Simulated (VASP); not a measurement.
Here is a VASP 6.6.1 calculation.

The input INCAR:

```
ALGO = Normal
EDIFF = 1E-6
ENCUT = 520
GGA = CA
ISIF = 2
ISMEAR = 0
LASPH = T
LCHARG = T
LELF = T
LREAL = F
LVHAR = T
LWAVE = F
NBANDS = 24
NELM = 80
PREC = Accurate
SIGMA = 0.15
```

The input KPOINTS:

```
k-points
0
Gamma
  12 12 8
```

The input POSCAR:

```
Al3Cu2
1.0
    4.0557157516      0.0000000000      0.0000000000
   -2.0278578758      3.5123528714      0.0000000000
    0.0000000000      0.0000000000      4.9315479608
Al Cu
3 2
Direct
    0.0000000000      0.0000000000      0.0000000000
    0.3333333333      0.6666666667      0.3508928116
    0.6666666667      0.3333333333      0.6491071884
    0.3333333333      0.6666666667      0.8415870660
    0.6666666667      0.3333333333      0.1584129340
```

Potentials or basis: VASP PAW LDA potentials, release 64 (Al, Cu).

Run with:

```bash
$ cat potpaw_LDA.64/Al/POTCAR potpaw_LDA.64/Cu/POTCAR > POTCAR
$ mpirun -np 1 vasp_std > vasp.out
```

(1) What does it give for the band gap on the k mesh?

(2) Predict the largest force.

(3) Predict the pressure.

## Answers

(1) zero (an odd number of electrons rules out a gap without spin polarisation).

(2) 0.004 eV/Å.

(3) 0.5 GPa.
